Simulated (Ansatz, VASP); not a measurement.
## C in VASP and in Ansatz

The input INCAR:

```
PREC = Accurate
ENCUT = 520
EDIFF = 1E-6
ISMEAR = 0
SIGMA = 0.05
LREAL = False
LASPH = True
NELM = 100
ALGO = Normal
ISIF = 2
LWAVE = False
LCHARG = False
GGA = PE
NBANDS = 36
```

KPOINTS

```
Automatic mesh
0
Gamma
  12 12 2
```

Contents of POSCAR:

```
C
1.0
    2.6529000000      0.0000000000      0.0000000000
   -1.3264500000      2.2974787937      0.0000000000
    0.0000000000      0.0000000000     12.5845000000
C
12
Direct
    0.0000000000      0.0000000000      0.1868593266
    0.0000000000      0.0000000000      0.6868593266
    0.0000000000      0.0000000000      0.3131406734
    0.0000000000      0.0000000000      0.8131406734
    0.3333333333      0.6666666667      0.5207665411
    0.6666666667      0.3333333333      0.0207665411
    0.3333333333      0.6666666667      0.9792334589
    0.6666666667      0.3333333333      0.4792334589
    0.3333333333      0.6666666667      0.6450950823
    0.6666666667      0.3333333333      0.1450950823
    0.3333333333      0.6666666667      0.8549049177
    0.6666666667      0.3333333333      0.3549049177
```

Input for Ansatz:

```yaml
crystal:
  lattice:
    - [2.6529, 0.0, 0.0]
    - [-1.32645, 2.2974787937, 0.0]
    - [0.0, 0.0, 12.5845]
  atoms:
    - { symbol: C, position: [0.0, 0.0, 0.1868593266] }
    - { symbol: C, position: [0.0, 0.0, 0.6868593266] }
    - { symbol: C, position: [0.0, 0.0, 0.3131406734] }
    - { symbol: C, position: [0.0, 0.0, 0.8131406734] }
    - { symbol: C, position: [0.3333333333, 0.6666666667, 0.5207665411] }
    - { symbol: C, position: [0.6666666667, 0.3333333333, 0.0207665411] }
    - { symbol: C, position: [0.3333333333, 0.6666666667, 0.9792334589] }
    - { symbol: C, position: [0.6666666667, 0.3333333333, 0.4792334589] }
    - { symbol: C, position: [0.3333333333, 0.6666666667, 0.6450950823] }
    - { symbol: C, position: [0.6666666667, 0.3333333333, 0.1450950823] }
    - { symbol: C, position: [0.3333333333, 0.6666666667, 0.8549049177] }
    - { symbol: C, position: [0.6666666667, 0.3333333333, 0.3549049177] }
basis:
  ecutwfc: 520.0
kpoints:
  mp_grid: { grid: [12, 12, 2] }
hamiltonian:
  xc: pbe
  pseudopotentials: { kind: paw, azcp: { folder: soft_1 } }
scf:
  occupations: { method: gaussian, width: 0.05 }
output:
  forces: true
  stress: true
  eigenvalues: true
```

Alike in both runs: task single point; functional PBE; k mesh 12 × 12 × 2; occupations gaussian, width 0.05 eV; no spin polarisation.

|  | VASP | Ansatz |
| --- | --- | --- |
| version | VASP 6.6.1 | Ansatz 0.2.0 |
| potentials or method | VASP PAW PBE potentials, release 64 (C), cutoff 520 eV | scalar-relativistic, plane waves, PAW |
| valence electrons in the cell | 48 | 48 |

|  | VASP | Ansatz | Ansatz less VASP |
| --- | --- | --- | --- |
| gap on the k mesh at the Fermi level (eV) | 3.83 | 3.84 | +0.007 |
| least direct gap on the mesh (eV) | 4.69 | 4.70 | +0.005 |
| rms of the force components (eV/Å) | 0.031 | 0.035 | +0.0035 |

Atom by atom the forces differ by 0.005 eV/Å (rms over components). With one functional, cell and mesh, what is left measures potentials, basis and numerics.
